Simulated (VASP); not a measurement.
Crystal: Pd.

```
Pd
1.0
     0.00000    1.94650    1.94650
     1.94650    0.00000    1.94650
     1.94650    1.94650    0.00000
Pd
1
Direct
  0.00000 0.00000 0.00000
```

```yaml
Program: VASP 6.6.1
Task: relaxation of cell and atoms
Functional: revPBE
Dispersion: D3(BJ)
Potentials_or_basis: VASP PAW PBE potentials, release 64 (Pd)
Cutoff: 600 eV
k_mesh: 12 × 12 × 12
Occupations: fermi-dirac, width 0.05 eV
Spin: no spin polarisation
```

At the start: pressure -4.5 GPa; volume 14.75 Å³/atom.

Q: Where does the relaxation end?

A: Over 3 steps the energy falls by 5.1 meV/atom and the volume is 14.40 Å³/atom (-2.4 %); space group Fm-3m (No. 225, to 0.05 Å).

Step by step:
| step | energy change (eV) | largest force (eV/Å) | pressure (GPa) | volume (Å³) |
| --- | --- | --- | --- | --- |
| 1 | 0.0000 | 0.0000 | -4.55 | 14.75 |
| 2 | 0.0079 | 0.0000 | 8.36 | 13.87 |
| 3 | -0.0051 | 0.0000 | -0.03 | 14.40 |

Final structure:
```
CELL_PARAMETERS angstrom
0.00000 1.93100 1.93100
1.93100 0.00000 1.93100
1.93100 1.93100 0.00000
ATOMIC_POSITIONS crystal
Pd 0.00000 0.00000 0.00000
```

Caveat: the PAW data sets were made with another functional, which shifts forces and pressure a little; pairwise dispersion overbinds metals, which lowers pressure and volume.
